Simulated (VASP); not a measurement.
Input of a VASP 6.6.1 run:

The input INCAR:

```
PREC = Accurate ; ENCUT = 520
EDIFF = 1E-7 ; ISMEAR = 0
SIGMA = 0.15 ; LREAL = F
LASPH = T ; NELM = 100
ALGO = Fast ; ISIF = 2
LWAVE = F ; LCHARG = F
NBANDS = 20
```

File KPOINTS:

```
regular mesh
0
Gamma
  18 18 10
```

Contents of POSCAR:

```
In
1.0
    3.3811820329      0.0000000000      0.0000000000
   -1.6905910165      2.9281895353      0.0000000000
    0.0000000000      0.0000000000      5.3612352099
In
2
Direct
    0.3333333333      0.6666666667      0.2500000000
    0.6666666667      0.3333333333      0.7500000000
```

Potentials or basis: VASP PAW LDA potentials, release 64 (In_d).

The run is started by

```console
$ cat potpaw_LDA.64/In_d/POTCAR > POTCAR
$ mpirun -np 1 vasp_std > vasp.out
```

Task: Estimate the pressure.

Result: -2.8 GPa.

Task: Estimate the band gap on the k mesh.

Result: Zero (bands 13 and 14 overlap by 6.52 eV).

Stress tensor (GPa, compression positive):
```
-2.94  0.00  0.00
 0.00 -2.94  0.00
 0.00  0.00 -2.44
```

Caveat: spin-orbit coupling is left out, which moves the levels of the heavy elements.
